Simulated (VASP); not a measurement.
Here is a VASP 6.6.1 calculation.

The input POSCAR:

```
TaN
1.0
    0.0000000000      2.2334750000      2.2334750000
    2.2334750000      0.0000000000      2.2334750000
    2.2334750000      2.2334750000      0.0000000000
Ta N
1 1
Direct
    0.5000000000      0.5000000000      0.5000000000
    0.0000000000      0.0000000000      0.0000000000
```

File INCAR.step1:

```
  PREC = Accurate
  ENCUT = 520
  ISMEAR = 0
  SIGMA = 0.15
  LREAL = False
  LASPH = True
  NELM = 60
  NBANDS = 15
  GGA = PE
  ALGO = Normal
  EDIFF = 1E-4
  LWAVE = True
  LCHARG = False
```

The input INCAR.step2:

```
  PREC = Accurate
  ENCUT = 520
  EDIFF = 1E-7
  ISMEAR = 0
  SIGMA = 0.15
  LREAL = False
  LASPH = True
  NELM = 60
  ALGO = Normal
  ISIF = 2
  LWAVE = False
  LCHARG = False
  METAGGA = R2SCAN
  LMIXTAU = True
  NBANDS = 15
  ISTART = 1
```

The input KPOINTS:

```
Automatic mesh
0
Gamma
  18 18 18
```

Potentials or basis: VASP PAW PBE potentials, release 64 (Ta_pv, N).

Command:

```sh
$ cat potpaw_PBE.64/Ta_pv/POTCAR potpaw_PBE.64/N/POTCAR > POTCAR
$ cp INCAR.step1 INCAR
$ mpirun -np 1 vasp_std > vasp.out
$ cp INCAR.step2 INCAR
$ mpirun -np 1 vasp_std > vasp.out
```

**Question.** What does it give for the band gap on the k mesh?

**Answer.** Zero (band 8 reaches 10.86 eV, above the bottom of band 9 at 7.05 eV).

**Question.** Estimate the pressure.

**Answer.** -13.5 GPa.

Caveat: the cell differs from its parent crystal (strain +0.025 along x and y, +0.025 along z); the PAW data sets were made with another functional, which shifts forces and pressure a little; spin-orbit coupling is left out, which moves the levels of the heavy elements.
